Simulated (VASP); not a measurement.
# La16HO24 (a cell with a defect) (H interstitial hop between voids) in VASP: further runs

La16HO24 (a cell with a defect) (H interstitial hop between voids) is run at these levels: PBE; tasks: single point.

Everything below comes from runs of VASP 6.6.1. Logs are shortened: lines on timing, memory, paths and dates and some standing lists are left out, and cuts for length are marked.

**1. The cell of the first run**

The cell holds a defect, 41 atoms: a = 7.881 Å, b = 7.881 Å, c = 12.376 Å, α = 90.00°, β = 90.00°, γ = 120.00°.

**2. Single point, PBE, collinear spin**

Contents of INCAR:

```
PREC     = Accurate       # precision mode
ENCUT    = 520            # plane-wave cutoff, eV
EDIFF    = 1E-6           # SCF threshold, eV
ISMEAR   = -1             # smearing method
SIGMA    = 0.01           # smearing width, eV
LREAL    = Auto         
LASPH    = True           # aspherical terms in the spheres
NELM     = 150            # most SCF steps
ALGO     = Normal         # electronic algorithm
ISIF     = 2              # what is computed and relaxed
LWAVE    = False          # write WAVECAR
LCHARG   = False          # write CHGCAR
ISPIN    = 2              # spin polarisation
MAGMOM   = 0 0 0 0 0.01 0 0 0 0 0.01 0 0 0 0 0 0 0.06 0.06 0.01 0 0 0.01 0 0.06 0 0 0 0 0.06 0 0 0 0 0 0.06 0.06 0 0 0 0 0.59 # initial moments
LORBIT   = 11             # projections on sites
NUPDOWN  = 1.0            # fixed moment
LMAXMIX  = 6              # l up to which the mixer works
GGA      = PE             # functional
NBANDS   = 190            # bands
```

Contents of KPOINTS:

```
regular mesh
0
Gamma
  1 1 1
```

Contents of POSCAR:

```
La16HO24
1.0
    7.8811453692     -0.0000000560      0.0000000000
   -3.9405726361      6.8252721287      0.0000000000
    0.0000000000      0.0000000000     12.3757188400
La O H
16 24 1
Direct
    0.3317780517      0.1661666149      0.3752402012
    0.1658134724      0.3320979510      0.1238452606
    0.3338708098      0.1672513330      0.8752647685
    0.1668854922      0.3342288902      0.6237983926
    0.3332218915      0.6669124698      0.3768502229
    0.1658585610      0.8343026236      0.1238444118
    0.3332193653      0.6668906709      0.8763304877
    0.1668765601      0.8332553706      0.6238030678
    0.8339445140      0.1661855965      0.3752353679
    0.6665603069      0.3335704010      0.1222190488
    0.8329149578      0.1672222998      0.8752651285
    0.6665605979      0.3335783000      0.6227379386
    0.8339534250      0.6683565028      0.3752345469
    0.6679994518      0.8343243497      0.1238459390
    0.8328872131      0.6662452399      0.8752685138
    0.6659094128      0.8332354089      0.6238009075
    0.3369673152      0.1687705207      0.1786746555
    0.1684084268      0.3372903326      0.3204300769
   -0.0000996900      0.0003337250      0.0001835591
    0.3332426360      0.1669282242      0.6783431372
    0.1665720587      0.3336052850      0.8206980091
   -0.0000973106      0.0001935282      0.4988819433
    0.3332188127      0.6668939598      0.1763320464
    0.1684196823      0.8317083416      0.3203896269
   -0.0022850991      0.4991025580     -0.0009883389
    0.3332211496      0.6669072438      0.6797366721
    0.1665678003      0.8335597410      0.8207424032
    0.0020570093      0.5013760816      0.5000551368
    0.8313497361      0.1687805390      0.1786906428
    0.6665600751      0.3335753223      0.3227697458
    0.5010244984      0.0024266134     -0.0009408346
    0.8332150292      0.1669083954      0.6783176554
    0.6665622219      0.3335628291      0.8193082520
    0.4987391433     -0.0019440720      0.5000536960
    0.8313580893      0.6631855335      0.1786593779
    0.6628299478      0.8317294287      0.3204134747
    0.5009485133      0.4991189620     -0.0010236186
    0.8332057685      0.6668844005      0.6783548436
    0.6665284836      0.8335525981      0.8207192333
    0.4988319410      0.5013521714      0.5000576034
   -0.0001248642      0.0001875537      0.2494737897
```

Potentials or basis: VASP PAW PBE potentials, release 64 (La, O, H).

On the command line:

```
$ cat potpaw_PBE.64/La/POTCAR potpaw_PBE.64/O/POTCAR potpaw_PBE.64/H/POTCAR > POTCAR
$ mpirun -np 1 vasp_gam > vasp.out
```

OUTCAR:

```text
PREC = Accurate
   ENCUT = 520
   EDIFF = 1E-6
   ISMEAR = -1
   LREAL = Auto
   LASPH = True
   NELM = 150
   ISIF = 2
   ISPIN = 2
   LORBIT = 11
   NUPDOWN = 1.0
   GGA = PE

 ion  position               nearest neighbor table
   1  0.332  0.166  0.375-  30 2.38  24 2.38  18 2.38  17 2.43  22 2.73  34 2.76  40 2.76
   2  0.166  0.332  0.124-  23 2.38  29 2.38  17 2.38  18 2.43  19 2.73  25 2.76  37 2.76
   3  0.334  0.167  0.875-  33 2.37  21 2.38  27 2.38  20 2.44  37 2.73  31 2.74  19 2.75
   4  0.167  0.334  0.624-  26 2.37  32 2.38  20 2.38  21 2.44  40 2.73  28 2.73  22 2.75
   5  0.333  0.667  0.377-  36 2.36  24 2.36  18 2.36  23 2.48  34 2.73  28 2.73  40 2.73
   6  0.166  0.834  0.124-  23 2.38  17 2.38  35 2.38  24 2.43  19 2.73  31 2.76  25 2.76
[... 8 lines left out ...]
  15  0.833  0.666  0.875-  33 2.37  39 2.38  27 2.38  38 2.44  37 2.73  25 2.73  19 2.75
  16  0.666  0.833  0.624-  26 2.37  38 2.38  32 2.38  39 2.44  40 2.73  34 2.73  22 2.75
  17  0.337  0.169  0.179-  10 2.36   6 2.38   2 2.38   1 2.43
[... 8 lines left out ...]
  26  0.333  0.667  0.680-   4 2.37  16 2.37   8 2.37   7 2.43
  27  0.167  0.834  0.821-  15 2.38   3 2.38   7 2.38   8 2.44
  28  0.002  0.501  0.500-   5 2.73   8 2.73   4 2.73  12 2.75  13 2.76   9 2.76
  29  0.831  0.169  0.179-  10 2.36  14 2.38   2 2.38   9 2.43
  30  0.667  0.334  0.323-   9 2.38  13 2.38   1 2.38  10 2.48
  31  0.501  0.002  0.999-  10 2.73  11 2.73   3 2.74   7 2.75  14 2.76   6 2.76
  32  0.833  0.167  0.678-   4 2.38  16 2.38  12 2.38  11 2.44
  33  0.667  0.334  0.819-  15 2.37   3 2.37  11 2.37  12 2.43
  34  0.499  0.998  0.500-   5 2.73   8 2.73  16 2.73  12 2.75   1 2.76   9 2.76
  35  0.831  0.663  0.179-  10 2.36  14 2.38   6 2.38  13 2.43
  36  0.663  0.832  0.320-   5 2.36   9 2.38  13 2.38  14 2.43
  37  0.501  0.499  0.999-  10 2.73   3 2.73  15 2.73   7 2.75   2 2.76  14 2.76
  38  0.833  0.667  0.678-  16 2.38   8 2.38  12 2.38  15 2.44
  39  0.667  0.834  0.821-  15 2.38  11 2.38   7 2.38  16 2.44
  40  0.499  0.501  0.500-   5 2.73  16 2.73   4 2.73  12 2.75  13 2.76   1 2.76
  41  1.000  0.000  0.249-

  LATTYP: Found a hexagonal cell.
 ALAT       =     7.8811453692
 C/A-ratio  =     1.5702944509

  Lattice vectors:

 A1 = (   7.8811453692,  -0.0000000560,   0.0000000000)
 A2 = (  -3.9405726361,   6.8252721287,   0.0000000000)
 A3 = (   0.0000000000,   0.0000000000,  12.3757188400)

Analysis of symmetry for initial positions (statically):
=====================================================================
 Subroutine PRICEL returns:
 Original cell was already a primitive cell.

 Routine SETGRP: Setting up the symmetry group for a
 hexagonal supercell.

 Subroutine GETGRP returns: Found  1 space group operations
 (whereof  1 operations were pure point group operations)
 out of a pool of 24 trial point group operations.

The static configuration has the point symmetry C_1 .

Analysis of symmetry for dynamics (positions and initial velocities):
=====================================================================
 Subroutine PRICEL returns:
 Original cell was already a primitive cell.

 Routine SETGRP: Setting up the symmetry group for a
 hexagonal supercell.

 Subroutine GETGRP returns: Found  1 space group operations
 (whereof  1 operations were pure point group operations)
 out of a pool of 24 trial point group operations.

The dynamic configuration has the point symmetry C_1 .

Analysis of structural, dynamic, and magnetic symmetry:
=====================================================================
 Subroutine PRICEL returns:
 Original cell was already a primitive cell.

 Routine SETGRP: Setting up the symmetry group for a
 hexagonal supercell.

 Subroutine GETGRP returns: Found  1 space group operations
[... 141 lines left out ...]
   total plane-waves  NPLWV = 345600
   dimension x,y,z NGX =    60 NGY =   60 NGZ =   96
   dimension x,y,z NGXF=   120 NGYF=  120 NGZF=  192
   ions per type =              16  24   1
   NGX,Y,Z   is equivalent  to a cutoff of  12.66, 12.66, 12.90 a.u.
   NGXF,Y,Z  is equivalent  to a cutoff of  25.31, 25.31, 25.79 a.u.
 SYSTEM =  unknown system
   PREC   = accura    normal or accurate (medium, high low for compatibility)
   ISTART =      0    job   : 0-new  1-cont  2-samecut
   ICHARG =      2    charge: 1-file 2-atom 10-const
   ISPIN  =      2    spin polarized calculation?
   LNONCOLLINEAR =      F non collinear calculations
   LSORBIT =      F    spin-orbit coupling
   LASPH  =      T    aspherical Exc in radial PAW
   ENCUT  =  520.0 eV  38.22 Ry    6.18 a.u.  14.65 14.65 23.01*2*pi/ulx,y,z
   NELM   =    150;   NELMIN=  2; NELMDL= -5     # of ELM steps
   EDIFF  = 0.1E-05   stopping-criterion for ELM
   LREAL  =      T    real-space projection
   EDIFFG = 0.1E-04   stopping-criterion for IOM
   NSW    =      0    number of steps for IOM
   IBRION =     -1    ionic relax: 0-MD 1-quasi-New 2-CG
   NFREE  =      0    steps in history (QN), initial steepest desc. (CG)
   ISIF   =      2    stress and relaxation
   ISYM   =      2    0-nonsym 1-usesym 2-fastsym
   POTIM  = 0.5000    time-step for ionic-motion
   TEBEG  =    0.0;   TEEND  =   0.0 temperature during run
   PSTRESS=    0.0 pullay stress
   NELECT =     321.0000    total number of electrons
   NUPDOWN=       1.0000    fix difference up-down
   EMIN   =  10.00;   EMAX   =-10.00  energy-range for DOS
   EFERMI =   0.00;   METHOD = LEGACY
   ISMEAR =    -1;   SIGMA  =   0.01  broadening in eV -4-tet -1-fermi 0-gaus
   EFERMI_NEDOS =   21; number of points for ismear=-14 and -15
   IALGO  =     38    algorithm
   IMIX   =      4    mixing-type and parameters
     AMIX     =   0.40;   BMIX     =  1.00
     AMIX_MAG =   1.60;   BMIX_MAG =  1.00
  volume/ion in A,a.u.               =      16.24       109.57
  Fermi-wavevector in a.u.,A,eV,Ry     =   1.283758  2.425951 22.422882  1.648035
  Thomas-Fermi vector in A             =   2.415992
   LORBIT       =     11    0 simple, 1 ext, 2 COOP (PROOUT), +10 PAW based schemes
   GGA     = PE    functional components
   LHFCALC =     F    Hartree Fock is set to
   AEXX    =    0.0000 exact exchange contribution
   IVDW    =     0    specifies the selected vdW correction
   LEPSILON=     F    determine dielectric tensor
   LRPA    =     F    only Hartree local field effects (RPA)
 spin polarized calculation
  energy-cutoff  :      520.00
  volume of cell :      665.70
 maximum number of plane-waves:      8979
 NGX is ok and might be reduce to    60
   NGX = 29   NGY = 29   NGZ = 47

 number of electron     320.9999928 magnetization       1.0000009

 Free energy of the ion-electron system (eV)
  ---------------------------------------------------
  ext. energy  EPLUGINS =         0.00000000
  ---------------------------------------------------
  free energy    TOTEN  =      -334.01596928 eV

  energy without entropy =     -334.01596928  energy(sigma->0) =     -334.01596928

 E-fermi :   6.1039     XC(G=0): -10.4135

 val. band max:        5.9833399000   @ k =   0.0000   0.0000   0.0000
 cond. band min:       7.1810238274   @ k =   0.0000   0.0000   0.0000
 fundamental gap:      1.1976839273
 Fermi energy:         6.2323631550

 spin component 1

 k-point     1 :       0.0000    0.0000    0.0000
  band No.  band energies     occupation
      1     -24.0304      1.00000
      2     -23.9397      1.00000
      3     -23.9044      1.00000
      4     -23.8359      1.00000
      5     -23.8357      1.00000
      6     -23.8278      1.00000
[... 164 lines left out ...]
    171      10.4696      0.00000
    172      10.4696      0.00000
 Fermi energy:         6.1038526304

 spin component 2

 k-point     1 :       0.0000    0.0000    0.0000
  band No.  band energies     occupation
      1     -24.0302      1.00000
      2     -23.9396      1.00000
      3     -23.9047      1.00000
      4     -23.8367      1.00000
      5     -23.8366      1.00000
      6     -23.8275      1.00000
[... 164 lines left out ...]
    171      10.4715      0.00000
    172      10.4715      0.00000
 [bands above 172 left out]

------------------------ aborting loop because EDIFF is reached ----------------------------------------

  FORCE on cell =-STRESS in cart. coord.  units (eV):
  Direction    XX          YY          ZZ          XY          YZ          ZX
  --------------------------------------------------------------------------------------
  -------------------------------------------------------------------------------------
  Total        4.9687434      4.9761102      2.0969072      0.0030415     -0.0021396      0.0035211
  in kB       11.9585192     11.9762494      5.0467299      0.0073201     -0.0051494      0.0084743
  external PRESSURE =       9.6604995 kB  Pullay stress =       0.0000000 kB

 VOLUME and BASIS-vectors are now :
 -----------------------------------------------------------------------------
  energy-cutoff  :      520.00
  volume of cell :      665.70
      direct lattice vectors                 reciprocal lattice vectors
     7.881145369 -0.000000056  0.000000000     0.126885111  0.073257152  0.000000000
    -3.940572636  6.825272129  0.000000000     0.000000001  0.146514305  0.000000000
     0.000000000  0.000000000 12.375718840     0.000000000  0.000000000  0.080803387

 POSITION                                       TOTAL-FORCE (eV/Angst)
 -----------------------------------------------------------------------------------
      1.96000      1.13413      4.64387         0.000947      0.000432     -0.015854
     -0.00186      2.26666      1.53267         0.000179      0.001215      0.017621
      1.97222      1.14154     10.83203        -0.000445     -0.000929     -0.010988
     -0.00180      2.28120      7.71995         0.000333     -0.001034      0.009237
     -0.00185      4.55186      4.66379         0.000300     -0.000399     -0.015512
     -1.98047      5.69434      1.53266         0.001246     -0.001154      0.017004
[... 33 lines left out ...]
      1.95575      3.42186      6.18857        -0.001865      0.000320      0.002834
      7.87942      0.00128      3.08742         0.000307     -0.000076      0.000325
 -----------------------------------------------------------------------------------
    total drift:                               -0.014544      0.011392      0.002329

  FREE ENERGIE OF THE ION-ELECTRON SYSTEM (eV)
  ---------------------------------------------------
  free  energy   TOTEN  =      -334.0159692824 eV

  energy  without entropy=     -334.0159692824  energy(sigma->0) =     -334.01596928

 total charge

# of ion       s       p       d       f       tot
--------------------------------------------------
    1        2.016   5.700   0.617   0.243   8.576
    2        2.016   5.700   0.617   0.243   8.576
    3        2.016   5.700   0.622   0.243   8.582
    4        2.016   5.700   0.622   0.243   8.582
    5        2.018   5.701   0.624   0.248   8.592
    6        2.016   5.700   0.617   0.243   8.576
[... 33 lines left out ...]
   40        1.553   3.378   0.000   0.000   4.931
   41        0.433   0.004   0.000   0.000   0.437
--------------------------------------------------
tot         70.225 173.688   9.925   3.895 257.733

 magnetization (x)

# of ion       s       p       d       f       tot
--------------------------------------------------
    1       -0.000  -0.000  -0.003   0.002  -0.001
    2       -0.000  -0.000  -0.003   0.002  -0.001
    3        0.000  -0.000  -0.000   0.000   0.000
    4        0.000  -0.000  -0.000   0.000   0.000
    5        0.005   0.001   0.002   0.008   0.016
    6       -0.000  -0.000  -0.003   0.002  -0.001
[... 33 lines left out ...]
   40        0.000   0.002   0.000   0.000   0.002
   41        0.269   0.001   0.000   0.000   0.270
--------------------------------------------------
tot          0.289   0.336  -0.015   0.030   0.640
```

Run time: 29 min. Hardware: 1 thread of Intel Xeon 6975P-C, shared host; peak memory 1.1 GiB.

What came out:

```yaml
Free_energy: -334.0160 eV
Pressure: 1.0 GPa
Largest_force: 0.019 eV/Å
Net_moment: 1.00 μB per cell
Site_moments: La -0.00, +0.00, +0.02; O +0.05, +0.01, +0.00; H +0.27 μB
Valence_electrons_inside_the_program's_atomic_spheres: La 8.58, 8.59; O 5.03, 4.93, 5.04; H 0.44
```

Forces on the atoms (eV/Å):
```
La   0.001  0.000 -0.016
La   0.000  0.001  0.018
La   0.000 -0.001 -0.011
La   0.000 -0.001  0.009
La   0.000  0.000 -0.016
La   0.001 -0.001  0.017
La   0.000  0.000 -0.011
La   0.000  0.000  0.010
La  -0.001  0.000 -0.015
La   0.000  0.000  0.019
La   0.001 -0.001 -0.011
La   0.000  0.000  0.010
La   0.000 -0.001 -0.016
La  -0.001 -0.001  0.017
La   0.000  0.001 -0.011
La   0.000  0.000  0.010
O    0.003  0.003 -0.003
O    0.000  0.002  0.004
O    0.000  0.001 -0.003
O    0.001  0.000 -0.001
O    0.000  0.001  0.006
O   -0.001  0.001  0.001
O   -0.001  0.000 -0.010
O    0.004 -0.002  0.002
O   -0.001 -0.001 -0.006
O    0.002 -0.002 -0.001
O    0.000  0.001  0.007
O    0.000  0.000  0.003
O   -0.004  0.003 -0.001
O    0.000  0.001  0.006
O    0.000  0.001 -0.008
O   -0.001  0.001 -0.002
O    0.000  0.001  0.000
O   -0.001  0.001  0.003
O    0.000 -0.005 -0.003
O   -0.002 -0.002  0.004
O    0.000  0.000 -0.006
O    0.000 -0.001 -0.001
O   -0.001  0.000  0.006
O   -0.002  0.000  0.003
H    0.000  0.000  0.000
```

Caveat: the k points lie up to 0.92 Å⁻¹ apart; spin-orbit coupling is left out, which moves the levels of the heavy elements; the total moment is fixed, so each spin has its own Fermi level.

[end of part 1 of 2]
